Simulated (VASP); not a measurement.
A run of VASP 6.6.1:

POSCAR

```
Nb
1.0
    0.0000000000      2.1467250000      2.1467250000
    2.1467250000      0.0000000000      2.1467250000
    2.1467250000      2.1467250000      0.0000000000
Nb
1
Direct
    0.0000000000      0.0000000000      0.0000000000
```

File INCAR.step1:

```
PREC = Accurate
ENCUT = 520
ISMEAR = 0
SIGMA = 0.15
LREAL = False
LASPH = True
NELM = 100
NBANDS = 12
GGA = PE
ALGO = Normal
EDIFF = 1E-4
LWAVE = True
LCHARG = False
```

Contents of INCAR.step2:

```
PREC = Accurate
ENCUT = 520
EDIFF = 1E-6
ISMEAR = 0
SIGMA = 0.15
LREAL = False
LASPH = True
NELM = 100
ALGO = Normal
ISIF = 2
LWAVE = False
LCHARG = False
METAGGA = R2SCAN
LMIXTAU = True
NBANDS = 12
ISTART = 1
```

The input KPOINTS:

```
regular mesh
0
Gamma
  20 20 20
```

Potentials or basis: VASP PAW PBE potentials, release 64 (Nb_sv).

Command:

```console
$ cat potpaw_PBE.64/Nb_sv/POTCAR > POTCAR
$ cp INCAR.step1 INCAR
$ mpirun -np 1 vasp_std > vasp.out
$ cp INCAR.step2 INCAR
$ mpirun -np 1 vasp_std > vasp.out
```

Hardware: 1 thread of Intel(R) Xeon(R) Platinum 8259CL CPU @ 2.50GHz (Skylake/Cascade Lake), with other jobs on the host.

Q: How long does it take, and how much memory?

A: Wall time 110 s on 1 thread of Intel(R) Xeon(R) Platinum 8259CL CPU @ 2.50GHz (Skylake/Cascade Lake), on a shared host, peak memory 0.18 GiB. Counts: k points 256.
